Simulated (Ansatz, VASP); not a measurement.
AgCl in VASP and in Ansatz

```
Ag Cl
1.0
     0.00000    2.80088    2.77315
     2.77315    0.00000    2.77315
     2.77315    2.80088    0.00000
Ag Cl
1 1
Direct
  0.50000 0.50000 0.50000
  0.00000 0.00000 0.00000
```

Change from the starting cell: strain +0.0100 x Voigt [0, 1, 0, 0, 0, 0], atoms carried along.

Alike in both runs: task single point; functional LDA; k mesh 8 × 8 × 8; occupations gaussian, width 0.05 eV; no spin polarisation.

|  | VASP | Ansatz |
| --- | --- | --- |
| version | VASP 6.6.1 | Ansatz 0.2.0 |
| potentials or method | VASP PAW LDA potentials, release 64 (Ag, Cl), cutoff 520 eV | scalar-relativistic, plane waves, PAW |
| valence electrons in the cell | 18 | 26 |

|  | VASP | Ansatz | Ansatz less VASP |
| --- | --- | --- | --- |
| gap on the k mesh at the Fermi level (eV) | 0.61 | 0.59 | -0.027 |
| least direct gap on the mesh (eV) | 2.88 | 2.86 | -0.027 |
| pressure (GPa) | -5.9 | -5.9 | +0.01 |

LDA's correlation is that of Perdew and Zunger in VASP and of Perdew and Wang (1992) in Ansatz. VASP's potentials hold 18 valence electrons a cell and Ansatz's 26, so a difference there can come from the potentials and not from the codes.
